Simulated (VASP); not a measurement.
Write the native input for VASP 6.6.1 that does the following.

| Quantity | Value |
| --- | --- |
| Task | single point |
| Functional | PBE |
| Potentials or basis | VASP PAW PBE potentials, release 64 (Re) |
| Cutoff | 520 eV |
| k mesh | 18 × 18 × 18 |
| Occupations | gaussian, width 0.1 eV |
| Spin | no spin polarisation |
| Dipole correction | no |
| Further INCAR settings | ALGO = Normal; EDIFF = 1e-06; NBANDS = 10 |

The structure of Re lies in POSCAR:

```
Re
1.0
    0.0000000000      2.0209191678      2.0209191678
    2.0209191678      0.0000000000      2.0209191678
    2.0209191678      2.0209191678      0.0000000000
Re
1
Direct
    0.0000000000      0.0000000000      0.0000000000
```

This cell differs from its parent crystal: volume scaled by 1.10.

The input as run:

INCAR

```
ALGO = Normal
EDIFF = 1E-6
ENCUT = 520
GGA = PE
ISIF = 2
ISMEAR = 0
LASPH = True
LCHARG = False
LREAL = False
LWAVE = False
NBANDS = 10
NELM = 100
PREC = Accurate
SIGMA = 0.1
```

KPOINTS

```
k-points
0
Gamma
  18 18 18
```

Potentials or basis: VASP PAW PBE potentials, release 64 (Re).

Command:

```bash
$ cat potpaw_PBE.64/Re/POTCAR > POTCAR
$ mpirun -np 1 vasp_std > vasp.out
```

Results of the run:

```json
{
 "Pressure": "-28.8 GPa"
}
```

Run time: 17 s on 1 thread of Intel(R) Xeon(R) Platinum 8559C (Emerald Rapids), with other jobs on the host, peak memory 0.16 GiB.
